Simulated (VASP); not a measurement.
**Sn: single point with r2SCAN**

Sn:

```
CELL_PARAMETERS angstrom
-2.92497 2.92497 1.61048
2.92497 -2.92497 1.61048
2.92497 2.92497 -1.61048
ATOMIC_POSITIONS crystal
Sn 0.75000 0.25000 0.50000
Sn 0.00000 0.00000 0.00000
```

```yaml
Program: VASP 6.6.1
Task: single point
Functional: r2SCAN
Potentials_or_basis: VASP PAW PBE potentials, release 64 (Sn_d)
Cutoff: 520 eV
k_mesh: 14 × 14 × 14
Occupations: gaussian, width 0.05 eV
Spin: no spin polarisation
Dipole_correction: no
Further_INCAR_settings: ALGO = Normal; EDIFF = 1e-07; NBANDS = 21
```

The pressure is 0.0 GPa and the band gap on the k mesh is zero (bands 14 and 15 overlap by 4.21 eV).

Stress tensor (GPa, compression positive):
```
 0.06  0.00  0.00
 0.00  0.06  0.00
 0.00  0.00 -0.04
```

Levels at points of the mesh, in eV from the Fermi level:
```csv
k point,band 10,band 11,band 12,band 13,band 14,band 15,band 16,band 17,band 18,band 19
"(0.00, 0.00, 0.00)",-21.80,-11.53,-3.57,-2.06,-2.06,3.43,6.58,6.58,6.98,7.06
"(0.50, 0.00, 0.00)",-21.87,-7.22,-5.59,-2.30,-1.78,-1.28,2.53,3.02,4.94,7.72
"(0.50, 0.50, 0.00)",-21.93,-9.18,-9.18,0.62,0.62,1.88,1.88,6.20,6.20,9.78
"(0.50, 0.50, 0.50)",-22.00,-7.77,-7.77,-4.92,-4.92,5.11,5.11,9.96,9.96,13.43
```

It took 9.5 min on 1 thread of Intel(R) Xeon(R) 6975P-C (Granite Rapids), with other jobs on the host, peak memory 0.38 GiB.

Caveat: the PAW data sets were made with another functional, which shifts forces and pressure a little; spin-orbit coupling is left out, which moves the levels of the heavy elements.
